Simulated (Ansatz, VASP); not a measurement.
Two plane-wave programs on Ta3H

Contents of INCAR:

```
SYSTEM = Ta3H
PREC = Accurate
ENCUT = 520
EDIFF = 1E-7
ISMEAR = 0
SIGMA = 0.1
LREAL = .False.
LASPH = .True.
NELM = 60
ALGO = Normal
ISIF = 2
LWAVE = .False.
LCHARG = .False.
GGA = PE
NBANDS = 25
```

Contents of KPOINTS:

```
regular mesh
0
Gamma
  6 6 6
  0 0 0
```

The input POSCAR:

```
Ta3H
1.0
   -1.9423683900      1.9423683900      3.9255088400
    1.9423683900     -1.9423683900      3.9255088400
    1.9423683900      1.9423683900     -3.9255088400
Ta H
3 1
Direct
    0.7500000000      0.2500000000      0.5000000000
    0.2500000000      0.7500000000      0.5000000000
    0.5000000000      0.5000000000      0.0000000000
    0.0000000000      0.0000000000      0.0000000000
```

Input for Ansatz:

```yaml
crystal:
  lattice:
    - [-1.94236839, 1.94236839, 3.92550884]
    - [1.94236839, -1.94236839, 3.92550884]
    - [1.94236839, 1.94236839, -3.92550884]
  atoms:
    - { symbol: Ta, position: [0.75, 0.25, 0.5] }
    - { symbol: Ta, position: [0.25, 0.75, 0.5] }
    - { symbol: Ta, position: [0.5, 0.5, 0.0] }
    - { symbol: H, position: [0.0, 0.0, 0.0] }
basis:
  ecutwfc: 420
kpoints:
  mp_grid: { grid: [6, 6, 6] }
hamiltonian:
  xc: pbe
scf:
  occupations: { method: gaussian, width: 0.1 }
  lower_state_search: "off"
output:
  forces: true
  stress: true
  eigenvalues: true
```

Change from the starting cell: species swapped into the NiIr3 type (I4/mmm, No. 139).

Alike in both runs: task single point; functional PBE; k mesh 6 × 6 × 6; occupations gaussian, width 0.1 eV; no spin polarisation.

|  | VASP | Ansatz |
| --- | --- | --- |
| version | VASP 6.6.1 | Ansatz 0.2.0 |
| potentials or method | VASP PAW PBE potentials, release 64 (Ta_pv, H), cutoff 520 eV | scalar-relativistic, plane waves, PAW |
| valence electrons in the cell | 34 | 40 |

|  | VASP | Ansatz | Ansatz less VASP |
| --- | --- | --- | --- |
| gap on the k mesh at the Fermi level (eV) | none | none | - |
| pressure (GPa) | 14.8 | 14.6 | -0.20 |
| traceless stress, the component that is largest in VASP (GPa) | -0.22 | -0.18 | +0.041 |

A gap of «none» marks a metal or a gap that the smearing closes. VASP's potentials hold 34 valence electrons a cell and Ansatz's 40, so a difference there can come from the potentials and not from the codes.

The k mesh is coarse, so the values compare programs but aren't converged. Neither program's run includes spin-orbit coupling.
